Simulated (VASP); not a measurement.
Crystal: Li2IF.

```
F I Li
1.0
     1.88595    1.08886    5.72517
    -1.88595    1.08886    5.72517
     0.00000   -2.17771    5.72517
F I Li
1 1 2
Cartesian
  1.8860 1.0889 5.7252
  0.0000 0.0000 8.5878
  0.0000 0.0000 4.6718
  0.0000 0.0000 12.5037
```

Program: VASP 6.6.1. Alike in all runs: task single point; potentials or basis VASP PAW PBE potentials, release 64 (F, I, Li_sv); no spin polarisation; cell as given; k mesh 4 × 4 × 4; cutoff (eV) 520; smearing gaussian 0.01 eV. Hardware: 1 thread of Intel(R) Xeon(R) 6975P-C (Granite Rapids), with other jobs on the host.

Task: Order these runs on this cell by their wall time, lowest first.
A. level PBE
B. level r2SCAN
C. level HSE06; grid for exact exchange (PRECFOCK) Normal; screening parameter 0.2079 1/Å

Result: A (20 s), B (98 s), C (1800 s).

Caveats: all runs use coarse meshes.
